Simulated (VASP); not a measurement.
Input of a VASP 6.6.1 run:

The input POSCAR:

```
HCN
1.0
   -2.3160580000      2.3160580000      2.1599010000
    2.3160580000     -2.3160580000      2.1599010000
    2.3160580000      2.3160580000     -2.1599010000
N C H
1 1 1
Direct
    0.2719290000      0.2719290000      0.0000000000
    0.0036740000      0.0036740000      0.0000000000
    0.7520970000      0.7520970000      0.0000000000
```

INCAR.step1

```
PREC     = Accurate       # precision mode
ENCUT    = 520            # plane-wave cutoff, eV
EDIFF    = 1E-5           # SCF threshold, eV
ISMEAR   = -1             # smearing method
SIGMA    = 0.05           # smearing width, eV
LREAL    = False          # projectors in reciprocal space
LASPH    = True           # aspherical terms in the spheres
NELM     = 60             # most SCF steps
ALGO     = Normal         # electronic algorithm
ISIF     = 2              # what is computed and relaxed
LWAVE    = True           # write WAVECAR
NBANDS   = 12             # bands
GGA      = PE             # functional
```

Contents of INCAR.step2:

```
PREC     = Accurate       # precision mode
ENCUT    = 520            # plane-wave cutoff, eV
EDIFF    = 1E-6           # SCF threshold, eV
ISMEAR   = -1             # smearing method
SIGMA    = 0.05           # smearing width, eV
LREAL    = False          # projectors in reciprocal space
LASPH    = True           # aspherical terms in the spheres
NELM     = 60             # most SCF steps
ALGO     = Normal         # electronic algorithm
ISIF     = 2              # what is computed and relaxed
LWAVE    = False          # write WAVECAR
LCHARG   = True           # write CHGCAR
GGA      = PE             # functional
LHFCALC  = True           # exact exchange
AEXX     = 0.35           # exact-exchange fraction
PRECFOCK = Normal       
LELF     = True           # ELF
LVHAR    = True         
NBANDS   = 12             # bands
ISTART   = 1
```

Contents of KPOINTS:

```
Automatic mesh
0
Gamma
  5 5 5
```

Potentials or basis: VASP PAW PBE potentials, release 64 (N, C, H).

Command:

```console
$ cat potpaw_PBE.64/N/POTCAR potpaw_PBE.64/C/POTCAR potpaw_PBE.64/H/POTCAR > POTCAR
$ cp INCAR.step1 INCAR
$ mpirun -np 1 vasp_std > vasp.out
$ cp INCAR.step2 INCAR
$ mpirun -np 1 vasp_std > vasp.out
```

What does it give for the largest force?

1.735 eV/Å.

Estimate the pressure.

-2.8 GPa.

Forces on the atoms (eV/Å):
```
N    0.000  0.000 -1.735
C    0.000  0.000  1.523
H    0.000  0.000  0.211
```

Caveat: this functional lacks dispersion, which holds the molecules together, so the pressure and a relaxed volume are unreliable; the PAW data sets were made with another functional, which shifts forces and pressure a little.
